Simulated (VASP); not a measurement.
# Al6H in VASP: notebook, part 2 of 2

VASP 6.6.1. The steps go on from the part before.

### Step 5. Single point, PBE

File INCAR:

```
SYSTEM = Al6H
PREC = Accurate ; ENCUT = 520
EDIFF = 1E-7 ; ISMEAR = 0
SIGMA = 0.1 ; LREAL = .FALSE.
LASPH = .TRUE. ; NELM = 60
ALGO = Normal ; ISIF = 2
LWAVE = .FALSE. ; LCHARG = .FALSE.
LDIPOL = .TRUE. ; IDIPOL = 3
DIPOL = 0.5 0.5 0.305 ; GGA = PE
NBANDS = 32
```

File KPOINTS:

```
Automatic mesh
0
G
  5 5 1
  0 0 0
```

File POSCAR:

```
Al6H
1.0
    5.7135165837      0.0000000000      0.0000000000
    0.0000000000      5.7135165837      0.0000000000
    0.0000000000      0.0000000000     22.1746954317
Al H
12 2
Direct
    0.2500000000      0.2500000000      0.1803857921
    0.2500000000      0.7500000000      0.1803857921
    0.7500000000      0.2500000000      0.1803857921
    0.7500000000      0.7500000000      0.1803857921
    0.0000000000      0.0000000000      0.2744050922
    0.0000000000      0.5000000000      0.2744050922
    0.5000000000      0.0000000000      0.2744050922
    0.5000000000      0.5000000000      0.2744050922
    0.2500000000      0.2500000000      0.3686497277
    0.2500000000      0.7500000000      0.3686497277
    0.7500000000      0.2500000000      0.3686497277
    0.7500000000      0.7500000000      0.3686497277
    0.2500000000      0.8966485891      0.4859004925
    0.2500000000      1.1033514109      0.4859004925
```

Potentials or basis: VASP PAW PBE potentials, release 64 (Al, H).

The run is started by

```console
> cat potpaw_PBE.64/Al/POTCAR potpaw_PBE.64/H/POTCAR > POTCAR
> mpirun -np 1 vasp_std > vasp.out
```

OUTCAR:

```text
SYSTEM = Al6H
   PREC = Accurate
   ENCUT = 520
   EDIFF = 1E-7
   ISMEAR = 0
   LREAL = .FALSE.
   LASPH = .TRUE.
   NELM = 60
   ISIF = 2
   GGA = PE

 ion  position               nearest neighbor table
   1  0.250  0.250  0.180-   2 2.86   3 2.86   2 2.86   3 2.86   7 2.90   8 2.90   5 2.90   6 2.90

   2  0.250  0.750  0.180-   1 2.86   4 2.86   1 2.86   4 2.86   7 2.90   8 2.90   5 2.90   6 2.90

   3  0.750  0.250  0.180-   1 2.86   4 2.86   4 2.86   1 2.86   7 2.90   8 2.90   5 2.90   6 2.90
[... 550 lines left out ...]
      direct lattice vectors                 reciprocal lattice vectors
     5.713516584  0.000000000  0.000000000     0.175023558  0.000000000  0.000000000
     0.000000000  5.713516584  0.000000000     0.000000000  0.175023558  0.000000000
     0.000000000  0.000000000 22.174695432     0.000000000  0.000000000  0.045096448

 POSITION                                       TOTAL-FORCE (eV/Angst)
 -----------------------------------------------------------------------------------
      1.42838      1.42838      4.00000         0.000000      0.022053      0.022752
      1.42838      4.28514      4.00000         0.000000     -0.022053      0.022752
      4.28514      1.42838      4.00000        -0.000000      0.014986      0.011466
      4.28514      4.28514      4.00000        -0.000000     -0.014986      0.011466
      0.00000      0.00000      6.08485        -0.034568      0.000000      0.006555
      0.00000      2.85676      6.08485         0.015763      0.000000      0.009816
      2.85676      0.00000      6.08485         0.034568      0.000000      0.006555
      2.85676      2.85676      6.08485        -0.015763      0.000000      0.009816
      1.42838      1.42838      8.17470        -0.000000      0.119440     -0.053613
      1.42838      4.28514      8.17470         0.000000     -0.119440     -0.053613
      4.28514      1.42838      8.17470        -0.000000      0.003639     -0.036886
      4.28514      4.28514      8.17470        -0.000000     -0.003639     -0.036886
      1.42838      5.12302     10.77470         0.000000      4.134758      0.039910
      1.42838      0.59050     10.77470         0.000000     -4.134758      0.039910
 -----------------------------------------------------------------------------------
    total drift:                               -0.000000     -0.000000      0.000206

  FREE ENERGIE OF THE ION-ELECTRON SYSTEM (eV)
  ---------------------------------------------------
  free  energy   TOTEN  =       -46.5176504384 eV

  energy  without entropy=      -46.4954126507  energy(sigma->0) =      -46.50653154

 vacuum level on the upper side and lower side of the slab         3.578         3.466
```

OSZICAR:

```text
N       E                     dE             d eps       ncg     rms          rms(c)
DAV:   1     0.126245529582E+03    0.12625E+03   -0.10871E+04   576   0.817E+02
DAV:   2    -0.384316026959E+02   -0.16468E+03   -0.15861E+03   808   0.137E+02
DAV:   3    -0.477569801749E+02   -0.93254E+01   -0.91103E+01   712   0.334E+01
[... 20 lines left out ...]
DAV:  24    -0.465176494133E+02   -0.18491E-05   -0.57840E-08   496   0.613E-04    0.638E-04
DAV:  25    -0.465176500436E+02   -0.63029E-06   -0.86118E-09   440   0.380E-04    0.583E-04
DAV:  26    -0.465176502100E+02   -0.16641E-06   -0.35958E-09   464   0.234E-04    0.166E-04
DAV:  27    -0.465176504003E+02   -0.19032E-06   -0.46769E-09   488   0.225E-04    0.299E-04
DAV:  28    -0.465176504384E+02   -0.38031E-07   -0.16548E-09   448   0.149E-04
   1 F= -.46517650E+02 E0= -.46506532E+02  d E =-.222378E-01
```

It took 11 min on 1 thread of Intel Xeon Platinum 8488C (Sapphire Rapids), shared host; peak memory 0.66 GiB.

Results:

```yaml
Free_energy: -46.5177 eV
Largest_force: 4.135 eV/Å
Band_gap_on_the_k_mesh: zero (band 19 reaches -0.50 eV, above the bottom of band 20 at -1.13 eV)
```

Forces in eV/Å, atoms in the order of the input:
```
Al   0.000  0.022  0.023
Al   0.000 -0.022  0.023
Al   0.000  0.015  0.011
Al   0.000 -0.015  0.011
Al  -0.035  0.000  0.007
Al   0.016  0.000  0.010
Al   0.035  0.000  0.007
Al  -0.016  0.000  0.010
Al   0.000  0.119 -0.054
Al   0.000 -0.119 -0.054
Al   0.000  0.004 -0.037
Al   0.000 -0.004 -0.037
H    0.000  4.135  0.040
H    0.000 -4.135  0.040
```

Levels at points of the mesh, in eV from the Fermi level:
```csv
k point,band 17,band 18,band 19,band 20,band 21,band 22
"(0.00, 0.00, 0.00)",-0.72,-0.70,-0.35,-0.02,0.01,0.03
```

### Step 6. Single point, PBE

File INCAR:

```
PREC = Accurate ; ENCUT = 520
EDIFF = 1E-6 ; ISMEAR = 0
SIGMA = 0.1 ; LREAL = F
LASPH = T ; NELM = 80
ALGO = Normal ; ISIF = 2
LWAVE = F ; LCHARG = T
LDIPOL = T ; IDIPOL = 3
DIPOL = 0.5 0.5 0.311 ; GGA = PE
LELF = T ; LVHAR = T
LVACPOTAV = T ; NBANDS = 32
```

File KPOINTS:

```
regular mesh
0
Gamma
  5 5 1
```

Changes to POSCAR since step 5:

```diff
@@ -20,3 +20,3 @@
     0.7500000000      0.7500000000      0.3686497277
-    0.2500000000      0.8966485891      0.4859004925
-    0.2500000000      1.1033514109      0.4859004925
+    0.2500000000      0.8966485891      0.5309969405
+    0.2500000000      1.1033514109      0.5309969405
```

Potentials or basis: VASP PAW PBE potentials, release 64 (Al, H).

The run is started by

```console
> cat potpaw_PBE.64/Al/POTCAR potpaw_PBE.64/H/POTCAR > POTCAR
> mpirun -np 1 vasp_std > vasp.out
```

OUTCAR:

```text
PREC = Accurate
   ENCUT = 520
   EDIFF = 1E-6
   ISMEAR = 0
   LREAL = F
   LASPH = T
   NELM = 80
   ISIF = 2
   GGA = PE

 ion  position               nearest neighbor table
   1  0.250  0.250  0.180-   2 2.86   3 2.86   2 2.86   3 2.86   7 2.90   8 2.90   5 2.90   6 2.90

   2  0.250  0.750  0.180-   1 2.86   4 2.86   1 2.86   4 2.86   7 2.90   8 2.90   5 2.90   6 2.90

   3  0.750  0.250  0.180-   1 2.86   4 2.86   4 2.86   1 2.86   7 2.90   8 2.90   5 2.90   6 2.90
[... 15 lines left out ...]
  11  0.750  0.250  0.369-   9 2.86  12 2.86  12 2.86   9 2.86   5 2.91   6 2.91   7 2.91   8 2.91

  12  0.750  0.750  0.369-  10 2.86  11 2.86  11 2.86  10 2.86   5 2.91   6 2.91   7 2.91   8 2.91

  13  0.250  0.897  0.531-
  14  0.250  0.103  0.531-

  LATTYP: Found a simple tetragonal cell.
 ALAT       =     5.7135165837
 C/A-ratio  =     3.8810940875

  Lattice vectors:

 A1 = (   5.7135165837,   0.0000000000,   0.0000000000)
 A2 = (   0.0000000000,   5.7135165837,   0.0000000000)
 A3 = (   0.0000000000,   0.0000000000,  22.1746954317)

Analysis of symmetry for initial positions (statically):
=====================================================================
 Subroutine PRICEL returns:
 Original cell was already a primitive cell.

 Routine SETGRP: Setting up the symmetry group for a
 simple tetragonal supercell.

 Subroutine GETGRP returns: Found  4 space group operations
 (whereof  2 operations were pure point group operations)
 out of a pool of 16 trial point group operations.

The static configuration has the point symmetry C_1h.
 The point group associated with its full space group is C_2v.

Analysis of symmetry for dynamics (positions and initial velocities):
=====================================================================
 Subroutine PRICEL returns:
 Original cell was already a primitive cell.

 Routine SETGRP: Setting up the symmetry group for a
 simple tetragonal supercell.

 Subroutine GETGRP returns: Found  4 space group operations
 (whereof  2 operations were pure point group operations)
 out of a pool of 16 trial point group operations.

The dynamic configuration has the point symmetry C_1h.
 The point group associated with its full space group is C_2v.

 Subroutine INISYM returns: Found  4 space group operations
 (whereof  2 operations are pure point group operations),
 and found     1 'primitive' translations

----------------------------------------------------------------------------------------

                                     Primitive cell

  volume of cell :     723.8768

  direct lattice vectors                    reciprocal lattice vectors
     5.713516584  0.000000000  0.000000000     0.175023558  0.000000000  0.000000000
     0.000000000  5.713516584  0.000000000     0.000000000  0.175023558  0.000000000
     0.000000000  0.000000000 22.174695432     0.000000000  0.000000000  0.045096448

  length of vectors
     5.713516584  5.713516584 22.174695432     0.175023558  0.175023558  0.045096448

[... 75 lines left out ...]
   ions per type =              12   2
   NGX,Y,Z   is equivalent  to a cutoff of  12.22, 12.22, 12.60 a.u.
   NGXF,Y,Z  is equivalent  to a cutoff of  24.44, 24.44, 25.19 a.u.
 SYSTEM =  unknown system
   PREC   = accura    normal or accurate (medium, high low for compatibility)
   ISTART =      0    job   : 0-new  1-cont  2-samecut
   ICHARG =      2    charge: 1-file 2-atom 10-const
   ISPIN  =      1    spin polarized calculation?
   LNONCOLLINEAR =      F non collinear calculations
   LSORBIT =      F    spin-orbit coupling
   LASPH  =      T    aspherical Exc in radial PAW
   ENCUT  =  520.0 eV  38.22 Ry    6.18 a.u.  10.62 10.62 41.23*2*pi/ulx,y,z
   NELM   =     80;   NELMIN=  2; NELMDL= -5     # of ELM steps
   EDIFF  = 0.1E-05   stopping-criterion for ELM
   LREAL  =      F    real-space projection
   EDIFFG = 0.1E-04   stopping-criterion for IOM
   NSW    =      0    number of steps for IOM
   IBRION =     -1    ionic relax: 0-MD 1-quasi-New 2-CG
   NFREE  =      0    steps in history (QN), initial steepest desc. (CG)
   ISIF   =      2    stress and relaxation
   ISYM   =      2    0-nonsym 1-usesym 2-fastsym
   POTIM  = 0.5000    time-step for ionic-motion
   TEBEG  =    0.0;   TEEND  =   0.0 temperature during run
   PSTRESS=    0.0 pullay stress
   NELECT =      38.0000    total number of electrons
   NUPDOWN=      -1.0000    fix difference up-down
   EMIN   =  10.00;   EMAX   =-10.00  energy-range for DOS
   EFERMI =   0.00;   METHOD = LEGACY
   ISMEAR =     0;   SIGMA  =   0.10  broadening in eV -4-tet -1-fermi 0-gaus
   EFERMI_NEDOS =   21; number of points for ismear=-14 and -15
   IALGO  =     38    algorithm
   IMIX   =      4    mixing-type and parameters
     AMIX     =   0.40;   BMIX     =  1.00
     AMIX_MAG =   1.60;   BMIX_MAG =  1.00
  volume/ion in A,a.u.               =      51.71       348.93
  Fermi-wavevector in a.u.,A,eV,Ry     =   0.612982  1.158368  5.112350  0.375747
  Thomas-Fermi vector in A             =   1.669467
   LORBIT       =      0    0 simple, 1 ext, 2 COOP (PROOUT), +10 PAW based schemes
   GGA     = PE    functional components
   LHFCALC =     F    Hartree Fock is set to
   AEXX    =    0.0000 exact exchange contribution
   IVDW    =     0    specifies the selected vdW correction
   LEPSILON=     F    determine dielectric tensor
   LRPA    =     F    only Hartree local field effects (RPA)
 non-spin polarized calculation
 Gauss-broadening in eV      SIGMA  =   0.10
  energy-cutoff  :      520.00
  volume of cell :      723.88
 maximum number of plane-waves:     19525
   NGX = 21   NGY = 21   NGZ = 83

 dipolmoment           0.000000      0.000000     -0.003232 electrons x Angstroem

 number of electron      37.9999999 magnetization

 dipolmoment           0.000000      0.000000      0.005886 electrons x Angstroem

 Free energy of the ion-electron system (eV)
  ---------------------------------------------------
  ext. energy  EPLUGINS =         0.00000000
  ---------------------------------------------------
  free energy    TOTEN  =       -46.56869382 eV

  energy without entropy =      -46.55007348  energy(sigma->0) =      -46.55938365

 E-fermi :  -0.9982     XC(G=0):  -4.0007

 val. band max:       -1.0667099844   @ k =   0.0000   0.4000   0.0000
 cond. band min:      -0.9713796811   @ k =   0.0000   0.0000   0.0000
 fundamental gap:      0.0953303033
 Fermi energy:        -0.9982082912

 k-point     1 :       0.0000    0.0000    0.0000
  band No.  band energies     occupation
      1     -11.0488      2.00000
      2      -8.9452      2.00000
      3      -6.6563      2.00000
      4      -6.6559      2.00000
      5      -6.5446      2.00000
      6      -6.5443      2.00000
[... 295 lines left out ...]
     30       2.0531      0.00000
     31       2.0708      0.00000
 [bands above 31 left out]

------------------------ aborting loop because EDIFF is reached ----------------------------------------

  FORCE on cell =-STRESS in cart. coord.  units (eV):
  Direction    XX          YY          ZZ          XY          YZ          ZX
  --------------------------------------------------------------------------------------
  -------------------------------------------------------------------------------------
  Total       -7.6224406    -13.0668930     -0.3876012      0.0000000      0.0000000      0.0000000
  in kB      -16.8709674    -28.9213306     -0.8578889      0.0000000      0.0000000      0.0000000
  external PRESSURE =     -15.5500623 kB  Pullay stress =       0.0000000 kB

 VOLUME and BASIS-vectors are now :
 -----------------------------------------------------------------------------
  energy-cutoff  :      520.00
  volume of cell :      723.88
      direct lattice vectors                 reciprocal lattice vectors
     5.713516584  0.000000000  0.000000000     0.175023558  0.000000000  0.000000000
     0.000000000  5.713516584  0.000000000     0.000000000  0.175023558  0.000000000
     0.000000000  0.000000000 22.174695432     0.000000000  0.000000000  0.045096448

 POSITION                                       TOTAL-FORCE (eV/Angst)
 -----------------------------------------------------------------------------------
      1.42838      1.42838      4.00000        -0.000000      0.004526      0.018426
      1.42838      4.28514      4.00000        -0.000000     -0.004526      0.018426
      4.28514      1.42838      4.00000        -0.000000      0.000513      0.018575
      4.28514      4.28514      4.00000        -0.000000     -0.000513      0.018575
      0.00000      0.00000      6.08485        -0.004042      0.000000      0.008083
      0.00000      2.85676      6.08485         0.002882      0.000000      0.011747
      2.85676      0.00000      6.08485         0.004042      0.000000      0.008083
      2.85676      2.85676      6.08485        -0.002882      0.000000      0.011747
      1.42838      1.42838      8.17470        -0.000000      0.009228     -0.032429
      1.42838      4.28514      8.17470        -0.000000     -0.009228     -0.032429
      4.28514      1.42838      8.17470        -0.000000     -0.000402     -0.028889
      4.28514      4.28514      8.17470        -0.000000      0.000402     -0.028889
      1.42838      5.12302     11.77470        -0.000000      4.626916      0.004487
      1.42838      0.59050     11.77470        -0.000000     -4.626916      0.004487
 -----------------------------------------------------------------------------------
    total drift:                               -0.000000     -0.000000      0.000059

  FREE ENERGIE OF THE ION-ELECTRON SYSTEM (eV)
  ---------------------------------------------------
  free  energy   TOTEN  =       -46.5686938151 eV

  energy  without entropy=      -46.5500734765  energy(sigma->0) =      -46.55938365

 vacuum level on the upper side and lower side of the slab         3.549         3.516
```

It took 7.7 min on 1 thread of Intel Xeon Platinum 8488C (Sapphire Rapids), shared host; peak memory 0.69 GiB.

Results:

```yaml
Free_energy: -46.5687 eV
Largest_force: 4.627 eV/Å
Band_gap_on_the_k_mesh: zero (band 19 reaches -0.60 eV, above the bottom of band 20 at -1.12 eV)
```

Forces in eV/Å, atoms in the order of the input:
```
Al   0.000  0.005  0.018
Al   0.000 -0.005  0.018
Al   0.000  0.001  0.019
Al   0.000 -0.001  0.019
Al  -0.004  0.000  0.008
Al   0.003  0.000  0.012
Al   0.004  0.000  0.008
Al  -0.003  0.000  0.012
Al   0.000  0.009 -0.032
Al   0.000 -0.009 -0.032
Al   0.000  0.000 -0.029
Al   0.000  0.000 -0.029
H    0.000  4.627  0.004
H    0.000 -4.627  0.004
```

Levels at points of the mesh, in eV from the Fermi level:
```tsv
k point	band 15	band 16	band 17	band 18	band 19	band 20	band 21	band 22	band 23	band 24
(0.00, 0.00, 0.00)	-1.72	-0.76	-0.75	-0.67	-0.32	0.03	0.03	0.06	0.06	1.53
```
